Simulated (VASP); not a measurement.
# Pb (Pm-3m) in VASP: further runs

Runs on Pb. Level: PBEsol. Tasks: single point.

Everything below comes from runs of VASP 6.6.1. Logs are shortened: lines on timing, memory, paths and dates and some standing lists are left out, and cuts for length are marked.

## 1. The cell of the first run

It takes space group Pm-3m (No. 221, cubic). The conventional cell has a = 3.192 Å, b = 3.192 Å, c = 3.192 Å, α = 90.00°, β = 90.00°, γ = 90.00°. Pb (site symmetry m-3m) has 6 Pb at 3.19 Å within 4.2 Å.

## 2. Single point, PBEsol

INCAR reads:

```
PREC = Accurate ; ENCUT = 520
EDIFF = 1E-6 ; ISMEAR = 0
SIGMA = 0.1 ; LREAL = False
LASPH = True ; NELM = 60
ALGO = Fast ; ISIF = 2
LWAVE = False ; LCHARG = True
GGA = PS ; LELF = True
LVHAR = True ; NBANDS = 13
```

KPOINTS reads:

```
Automatic mesh
0
Gamma
  6 6 6
```

POSCAR reads:

```
Pb
1.0
    3.1917453948      0.0000000000      0.0000000000
    0.0000000000      3.1917453948      0.0000000000
    0.0000000000      0.0000000000      3.1917453948
Pb
1
Direct
    0.0000000000      0.0000000000      0.0000000000
```

Potentials or basis: VASP PAW PBE potentials, release 64 (Pb_d).

The run is started by

```
cat potpaw_PBE.64/Pb_d/POTCAR > POTCAR
mpirun -np 1 vasp_std > vasp.out
```

OUTCAR:

```text
PREC = Accurate
   ENCUT = 520
   EDIFF = 1E-6
   ISMEAR = 0
   LREAL = False
   LASPH = True
   NELM = 60
   ISIF = 2
   GGA = PS

 ion  position               nearest neighbor table
   1  0.000  0.000  0.000-

  LATTYP: Found a simple cubic cell.
 ALAT       =     3.1917453948

  Lattice vectors:

 A1 = (   3.1917453948,   0.0000000000,   0.0000000000)
 A2 = (   0.0000000000,   3.1917453948,   0.0000000000)
 A3 = (   0.0000000000,   0.0000000000,   3.1917453948)

Analysis of symmetry for initial positions (statically):
=====================================================================
 Subroutine PRICEL returns:
 Original cell was already a primitive cell.

 Routine SETGRP: Setting up the symmetry group for a
 simple cubic supercell.

 Subroutine GETGRP returns: Found 48 space group operations
 (whereof 48 operations were pure point group operations)
 out of a pool of 48 trial point group operations.

The static configuration has the point symmetry O_h .

Analysis of symmetry for dynamics (positions and initial velocities):
=====================================================================
 Subroutine PRICEL returns:
 Original cell was already a primitive cell.

 Routine SETGRP: Setting up the symmetry group for a
 simple cubic supercell.

 Subroutine GETGRP returns: Found 48 space group operations
 (whereof 48 operations were pure point group operations)
 out of a pool of 48 trial point group operations.

The dynamic configuration has the point symmetry O_h .

 Subroutine INISYM returns: Found 48 space group operations
 (whereof 48 operations are pure point group operations),
 and found     1 'primitive' translations

----------------------------------------------------------------------------------------

                                     Primitive cell

  volume of cell :      32.5151

  direct lattice vectors                    reciprocal lattice vectors
     3.191745395  0.000000000  0.000000000     0.313308199  0.000000000  0.000000000
     0.000000000  3.191745395  0.000000000     0.000000000  0.313308199  0.000000000
     0.000000000  0.000000000  3.191745395     0.000000000  0.000000000  0.313308199

  length of vectors
     3.191745395  3.191745395  3.191745395     0.313308199  0.313308199  0.313308199

  position of ions in fractional coordinates (direct lattice)
     0.000000000  0.000000000  0.000000000

  ion indices of the primitive-cell ions
   primitive index   ion index
                 1           1

----------------------------------------------------------------------------------------

 KPOINTS: Automatic mesh

Automatic generation of k-mesh.
 Grid dimensions read from file:
 generate k-points for:    6    6    6

 Generating k-lattice:

  Cartesian coordinates                     Fractional coordinates (reciprocal lattice)
     0.052218033  0.000000000  0.000000000     0.166666667  0.000000000  0.000000000
     0.000000000  0.052218033  0.000000000     0.000000000  0.166666667  0.000000000
     0.000000000  0.000000000  0.052218033     0.000000000  0.000000000  0.166666667

  Length of vectors
     0.052218033  0.052218033  0.052218033

  Shift w.r.t. Gamma in fractional coordinates (k-lattice)
     0.000000000  0.000000000  0.000000000

 Subroutine IBZKPT returns following result:
 ===========================================

 Found     20 irreducible k-points:

 Following reciprocal coordinates:
            Coordinates               Weight
  0.000000  0.000000  0.000000      1.000000
  0.166667  0.000000  0.000000      6.000000
  0.333333  0.000000  0.000000      6.000000
  0.500000  0.000000  0.000000      3.000000
  0.166667  0.166667  0.000000     12.000000
  0.333333  0.166667  0.000000     24.000000
[... 12 lines left out ...]
  0.500000  0.500000  0.333333      6.000000
  0.500000  0.500000  0.500000      1.000000
   k-points           NKPTS =     20   k-points in BZ     NKDIM =     20   number of bands    NBANDS=     13
   number of dos      NEDOS =    301   number of ions     NIONS =      1
   total plane-waves  NPLWV =  13824
   dimension x,y,z NGX =    24 NGY =   24 NGZ =   24
   dimension x,y,z NGXF=    48 NGYF=   48 NGZF=   48
   ions per type =               1
   NGX,Y,Z   is equivalent  to a cutoff of  12.50, 12.50, 12.50 a.u.
   NGXF,Y,Z  is equivalent  to a cutoff of  25.00, 25.00, 25.00 a.u.
 SYSTEM =  unknown system
   PREC   = accura    normal or accurate (medium, high low for compatibility)
   ISTART =      0    job   : 0-new  1-cont  2-samecut
   ICHARG =      2    charge: 1-file 2-atom 10-const
   ISPIN  =      1    spin polarized calculation?
   LNONCOLLINEAR =      F non collinear calculations
   LSORBIT =      F    spin-orbit coupling
   LASPH  =      T    aspherical Exc in radial PAW
   ENCUT  =  520.0 eV  38.22 Ry    6.18 a.u.   5.93  5.93  5.93*2*pi/ulx,y,z
   NELM   =     60;   NELMIN=  2; NELMDL= -5     # of ELM steps
   EDIFF  = 0.1E-05   stopping-criterion for ELM
   LREAL  =      F    real-space projection
   EDIFFG = 0.1E-04   stopping-criterion for IOM
   NSW    =      0    number of steps for IOM
   IBRION =     -1    ionic relax: 0-MD 1-quasi-New 2-CG
   NFREE  =      0    steps in history (QN), initial steepest desc. (CG)
   ISIF   =      2    stress and relaxation
   ISYM   =      2    0-nonsym 1-usesym 2-fastsym
   POTIM  = 0.5000    time-step for ionic-motion
   TEBEG  =    0.0;   TEEND  =   0.0 temperature during run
   PSTRESS=    0.0 pullay stress
   NELECT =      14.0000    total number of electrons
   NUPDOWN=      -1.0000    fix difference up-down
   EMIN   =  10.00;   EMAX   =-10.00  energy-range for DOS
   EFERMI =   0.00;   METHOD = LEGACY
   ISMEAR =     0;   SIGMA  =   0.10  broadening in eV -4-tet -1-fermi 0-gaus
   EFERMI_NEDOS =   21; number of points for ismear=-14 and -15
   IALGO  =     68    algorithm
   IMIX   =      4    mixing-type and parameters
     AMIX     =   0.40;   BMIX     =  1.00
     AMIX_MAG =   1.60;   BMIX_MAG =  1.00
  volume/ion in A,a.u.               =      32.52       219.42
  Fermi-wavevector in a.u.,A,eV,Ry     =   1.236202  2.336082 20.792344  1.528194
  Thomas-Fermi vector in A             =   2.370820
   LORBIT       =      0    0 simple, 1 ext, 2 COOP (PROOUT), +10 PAW based schemes
   GGA     = PS    functional components
   LHFCALC =     F    Hartree Fock is set to
   AEXX    =    0.0000 exact exchange contribution
   IVDW    =     0    specifies the selected vdW correction
   LEPSILON=     F    determine dielectric tensor
   LRPA    =     F    only Hartree local field effects (RPA)
 non-spin polarized calculation
 RMM-DIIS sequential band-by-band and
 Gauss-broadening in eV      SIGMA  =   0.10
  energy-cutoff  :      520.00
  volume of cell :       32.52
 maximum number of plane-waves:       912
 NGX is ok and might be reduce to    24
   NGX = 11   NGY = 11   NGZ = 11

 number of electron      14.0000005 magnetization

 Free energy of the ion-electron system (eV)
  ---------------------------------------------------
  ext. energy  EPLUGINS =         0.00000000
  ---------------------------------------------------
  free energy    TOTEN  =        -3.77247470 eV

  energy without entropy =       -3.76566512  energy(sigma->0) =       -3.76906991

 E-fermi :   5.9152     XC(G=0):  -9.9180

 val. band max:        5.7697577325   @ k =   0.3333   0.3333   0.1667
 cond. band min:       5.9340695168   @ k =   0.3333   0.3333   0.1667
 fundamental gap:      0.1643117843
 Fermi energy:         5.9152206052

 k-point     1 :       0.0000    0.0000    0.0000
  band No.  band energies     occupation
      1     -11.1004      2.00000
      2     -11.1004      2.00000
      3     -10.4565      2.00000
      4     -10.4565      2.00000
      5     -10.4565      2.00000
      6      -5.3467      2.00000
      7      11.1566      0.00000
      8      11.1566      0.00000
      9      11.1566      0.00000
     10      14.1235      0.00000
     11      15.5936      0.00000
     12      15.5936      0.00000
     13      24.3115      0.00000

 k-point     2 :       0.1667    0.0000    0.0000
  band No.  band energies     occupation
      1     -11.0916      2.00000
      2     -10.9814      2.00000
      3     -10.5005      2.00000
      4     -10.5005      2.00000
      5     -10.4528      2.00000
      6      -4.9422      2.00000
      7       7.7945      0.00000
      8      11.6193      0.00000
      9      11.6193      0.00000
     10      14.8899      0.00000
     11      15.8064      0.00000
     12      19.0495      0.00000
     13      22.4282      0.00000

 k-point     3 :       0.3333    0.0000    0.0000
  band No.  band energies     occupation
      1     -11.0741      2.00000
      2     -10.7500      2.00000
      3     -10.5870      2.00000
      4     -10.5870      2.00000
      5     -10.4455      2.00000
      6      -3.7916      2.00000
      7       3.9260      2.00000
      8      12.7697      0.00000
      9      12.7697      0.00000
     10      15.7736      0.00000
     11      16.4406      0.00000
     12      20.0060      0.00000
     13      20.2415      0.00000

 k-point     4 :       0.5000    0.0000    0.0000
  band No.  band energies     occupation
      1     -11.0653      2.00000
      2     -10.6380      2.00000
      3     -10.6295      2.00000
      4     -10.6295      2.00000
      5     -10.4419      2.00000
      6      -2.7961      2.00000
      7       1.9706      2.00000
      8      13.5685      0.00000
      9      13.5685      0.00000
     10      16.8516      0.00000
     11      17.1153      0.00000
     12      18.2046      0.00000
     13      18.6946      0.00000

 k-point     5 :       0.1667    0.1667    0.0000
  band No.  band energies     occupation
      1     -11.0305      2.00000
      2     -10.9102      2.00000
      3     -10.5496      2.00000
      4     -10.4981      2.00000
      5     -10.4947      2.00000
      6      -4.5415      2.00000
      7       8.1258      0.00000
      8       8.3271      0.00000
      9      12.0888      0.00000
     10      15.6140      0.00000
     11      18.3821      0.00000
     12      19.3645      0.00000
     13      20.4498      0.00000
[... 193 lines left out ...]
 k-point    18 :       0.5000    0.3333    0.3333
  band No.  band energies     occupation
      1     -10.7963      2.00000
      2     -10.7872      2.00000
      3     -10.7308      2.00000
      4     -10.4693      2.00000
      5     -10.3283      2.00000
      6       0.1423      2.00000
      7       4.9154      2.00000
      8       7.5731      0.00000
      9       7.9955      0.00000
     10      11.8143      0.00000
     11      13.1637      0.00000
     12      15.3959      0.00000
     13      17.0758      0.00000

 k-point    19 :       0.5000    0.5000    0.3333
  band No.  band energies     occupation
      1     -10.8490      2.00000
      2     -10.7832      2.00000
      3     -10.7832      2.00000
      4     -10.3976      2.00000
      5     -10.2453      2.00000
      6       1.1402      2.00000
      7       5.6575      1.99973
      8       5.6575      1.99973
      9       8.5928      0.00000
     10      10.9159      0.00000
     11      13.9086      0.00000
     12      13.9086      0.00000
     13      15.1155      0.00000

 k-point    20 :       0.5000    0.5000    0.5000
  band No.  band energies     occupation
      1     -10.8395      2.00000
      2     -10.8395      2.00000
      3     -10.8395      2.00000
      4     -10.2426      2.00000
      5     -10.2426      2.00000
      6       2.2033      2.00000
      7       6.3555      0.00000
      8       6.3555      0.00000
      9       6.3555      0.00000
     10      12.5822      0.00000
     11      12.5822      0.00000
     12      12.5822      0.00000
     13      12.6954      0.00000

------------------------ aborting loop because EDIFF is reached ----------------------------------------

  FORCE on cell =-STRESS in cart. coord.  units (eV):
  Direction    XX          YY          ZZ          XY          YZ          ZX
  --------------------------------------------------------------------------------------
  -------------------------------------------------------------------------------------
  Total       -0.1268373     -0.1268373     -0.1268373     -0.0000000     -0.0000000     -0.0000000
  in kB       -6.2498977     -6.2498977     -6.2498977     -0.0000000     -0.0000000     -0.0000000
  external PRESSURE =      -6.2498977 kB  Pullay stress =       0.0000000 kB

 VOLUME and BASIS-vectors are now :
 -----------------------------------------------------------------------------
  energy-cutoff  :      520.00
  volume of cell :       32.52
      direct lattice vectors                 reciprocal lattice vectors
     3.191745395  0.000000000  0.000000000     0.313308199  0.000000000  0.000000000
     0.000000000  3.191745395  0.000000000     0.000000000  0.313308199  0.000000000
     0.000000000  0.000000000  3.191745395     0.000000000  0.000000000  0.313308199

 POSITION                                       TOTAL-FORCE (eV/Angst)
 -----------------------------------------------------------------------------------
      0.00000      0.00000      0.00000         0.000000      0.000000      0.000000
 -----------------------------------------------------------------------------------
    total drift:                                0.000000     -0.000000     -0.000000

  FREE ENERGIE OF THE ION-ELECTRON SYSTEM (eV)
  ---------------------------------------------------
  free  energy   TOTEN  =        -3.7724747017 eV

  energy  without entropy=       -3.7656651157  energy(sigma->0) =       -3.76906991
```

It took 12 s on 1 thread of AMD EPYC 7R13, shared host; peak memory 0.11 GiB.

Results:

| Item | Value |
| --- | --- |
| Free energy | -3.7725 eV |
| Pressure | -0.6 GPa |
| Band gap on the k mesh | zero (band 7 reaches 11.16 eV, above the bottom of band 8 at 4.21 eV) |

Levels at points of the mesh, in eV from the Fermi level:
```tsv
k point	band 4	band 5	band 6	band 7	band 8	band 9	band 10	band 11
(0.00, 0.00, 0.00)	-16.37	-16.37	-11.26	5.24	5.24	5.24	8.21	9.68
(0.50, 0.00, 0.00)	-16.54	-16.36	-8.71	-3.94	7.65	7.65	10.94	11.20
(0.50, 0.50, 0.00)	-16.52	-16.17	-6.25	-1.71	-1.71	3.66	10.34	13.20
(0.50, 0.50, 0.50)	-16.16	-16.16	-3.71	0.44	0.44	0.44	6.67	6.67
```

Caveat: the PAW data sets were made with another functional, which shifts forces and pressure a little; spin-orbit coupling is left out, which moves the levels of the heavy elements.

## 3. Single point, PBEsol

This run uses another cell than the first one, of 32.20 Å³/atom, 0.990 times its volume.

INCAR reads:

```
ALGO     = Normal         # electronic algorithm
EDIFF    = 1E-6           # SCF threshold, eV
ENCUT    = 520            # plane-wave cutoff, eV
GGA      = PS             # functional
ISIF     = 2              # what is computed and relaxed
ISMEAR   = 0              # smearing method
LASPH    = True           # aspherical terms in the spheres
LCHARG   = False          # write CHGCAR
LREAL    = False          # projectors in reciprocal space
LWAVE    = False          # write WAVECAR
NBANDS   = 13             # bands
NELM     = 80             # most SCF steps
PREC     = Accurate       # precision mode
SIGMA    = 0.1            # smearing width, eV
```

KPOINTS reads:

```
k-points
0
Gamma
  18 18 18
```

POSCAR reads:

```
Pb
1.0
    3.1812465609      0.0000000000      0.0000000000
    0.0000000000      3.1812465609      0.0000000000
    0.0000000000      0.0000000000      3.1812465609
Pb
1
Direct
    0.0000000000      0.0000000000      0.0000000000
```

Potentials or basis: VASP PAW PBE potentials, release 64 (Pb_d).

The run is started by

```
cat potpaw_PBE.64/Pb_d/POTCAR > POTCAR
mpirun -np 1 vasp_std > vasp.out
```

It took 70 s on 1 thread of AMD EPYC 7R13, shared host; peak memory 0.18 GiB.

It converged, with:

```
Free energy            : -3.8036 eV
Pressure               : 0.0 GPa
Band gap on the k mesh : zero (band 7 reaches 11.30 eV, above the bottom of band 8 at 4.29 eV)
```

Levels at points of the mesh, in eV from the Fermi level:
| k point | band 5 | band 6 | band 7 | band 8 | band 9 | band 10 |
| --- | --- | --- | --- | --- | --- | --- |
| (0.00, 0.00, 0.00) | -16.56 | -11.53 | 5.08 | 5.08 | 5.08 | 8.07 |
| (0.50, 0.00, 0.00) | -16.55 | -8.93 | -4.20 | 7.52 | 7.52 | 10.77 |
| (0.50, 0.50, 0.00) | -16.36 | -6.43 | -1.94 | -1.94 | 3.45 | 10.26 |
| (0.50, 0.50, 0.50) | -16.34 | -3.85 | 0.24 | 0.24 | 0.24 | 6.48 |

Caveat: the PAW data sets were made with another functional, which shifts forces and pressure a little; spin-orbit coupling is left out, which moves the levels of the heavy elements.
